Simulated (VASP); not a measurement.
Here is a VASP 6.6.1 calculation.

INCAR

```
SYSTEM = Li2Pd
  PREC = Accurate
  ENCUT = 520
  EDIFF = 1E-8
  ISMEAR = -1
  SIGMA = 0.08
  LREAL = .FALSE.
  LASPH = .TRUE.
  NELM = 80
  ALGO = Normal
  ISIF = 2
  LWAVE = .FALSE.
  LCHARG = .FALSE.
  GGA = CA
  LEFG = .TRUE.
  NBANDS = 15
```

KPOINTS

```
Automatic mesh
0
G
  11 11 15
  0 0 0
```

File POSCAR:

```
Li2Pd
1.0
    4.3095977046      0.0000000000      0.0000000000
   -2.1547988523      3.7322210923      0.0000000000
    0.0000000000      0.0000000000      2.7854802696
Li Pd
2 1
Direct
    0.3333333333      0.6666666667      0.5000000000
    0.6666666667      0.3333333333      0.5000000000
    0.0000000000      0.0000000000      0.0000000000
```

Potentials or basis: VASP PAW LDA potentials, release 64 (Li_sv, Pd).

Command:

```bash
$ cat potpaw_LDA.64/Li_sv/POTCAR potpaw_LDA.64/Pd/POTCAR > POTCAR
$ mpirun -np 1 vasp_std > vasp.out
```

(1) Predict the band gap on the k mesh.

Results:

(1) zero (band 8 reaches 5.11 eV, above the bottom of band 9 at 2.84 eV).

Caveat: without QUAD_EFG the Cq values of the log hold for a quadrupole moment of 1 mb, not for the nuclei.
